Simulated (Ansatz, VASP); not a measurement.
One calculation of Ni, two programs

```
Ni
1.0
     2.42184    0.00000    0.00000
     0.00000    3.42499    0.00000
     0.00000    0.00000   17.65780
Ni
5
Direct
  0.00000 0.00000 0.36811
  0.50000 0.50000 0.42904
  0.00000 0.00000 0.50000
  0.50000 0.50000 0.57096
  0.00000 0.00000 0.63189
```

Alike in both runs: task single point; functional LDA; k mesh 15 × 11 × 1; occupations fermi-dirac, width 0.1 eV; collinear spin.

```csv
,VASP,Ansatz
version,VASP 6.6.1,Ansatz 0.2.0
potentials or method,"VASP PAW LDA potentials, release 64 (Ni), cutoff 520 eV","all-electron LAPW, scalar-relativistic"
```

```tsv
	VASP	Ansatz	Ansatz less VASP
rms of the force components (eV/Å)	0.007	0.004	-0.0023
net moment per atom (μB)	0.63	0.66	+0.027
size of the moment on the site where the two differ most (μB)	0.69	0.74	+0.048
```

LDA's correlation is that of Perdew and Zunger in VASP and of Perdew and Wang (1992) in Ansatz. Site moments also hang on the region over which each program counts them. Atom by atom the forces differ by 0.004 eV/Å (rms over components). Ansatz ran all-electron here, and VASP with PAW potentials.
